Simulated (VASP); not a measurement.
# Os: single point with r2SCAN

The system is Os.

```
CELL_PARAMETERS angstrom
0.00000 1.99048 1.99048
1.99048 0.00000 1.99048
1.99048 1.99048 0.00000
ATOMIC_POSITIONS crystal
Os 0.00000 0.00000 0.00000
```

This isn't the form of Os at room conditions, which is hcp.

```json
{
 "Program": "VASP 6.6.1",
 "Task": "single point",
 "Functional": "r2SCAN",
 "Potentials or basis": "VASP PAW PBE potentials, release 64 (Os)",
 "Cutoff": "520 eV",
 "k mesh": "16 × 16 × 16",
 "Occupations": "fermi-dirac, width 0.1 eV",
 "Spin": "no spin polarisation",
 "Dipole correction": "no",
 "Further INCAR settings": "ALGO = Normal; EDIFF = 1e-06; NBANDS = 10"
}
```

The pressure is -36.1 GPa and the band gap on the k mesh is zero (bands 4 and 5 overlap by 3.63 eV).

Levels at points of the mesh, in eV from the Fermi level:
| k point | band 1 | band 2 | band 3 | band 4 | band 5 | band 6 | band 7 | band 8 |
| --- | --- | --- | --- | --- | --- | --- | --- | --- |
| (0.00, 0.00, 0.00) | -10.24 | -2.63 | -2.63 | -2.63 | -0.03 | -0.03 | 14.95 | 20.39 |
| (0.50, 0.00, 0.00) | -6.99 | -2.77 | -2.77 | -0.19 | 2.06 | 2.06 | 7.95 | 14.53 |
| (0.50, 0.50, 0.00) | -6.72 | -6.08 | 1.98 | 2.15 | 2.65 | 2.65 | 11.00 | 12.08 |

Wall time 30 s on 1 thread of Intel(R) Xeon(R) 6975P-C (Granite Rapids), with other jobs on the host, peak memory 0.16 GiB.

Caveat: the cell stands under tension; the PAW data sets were made with another functional, which shifts forces and pressure a little; spin-orbit coupling is left out, which moves the levels of the heavy elements.
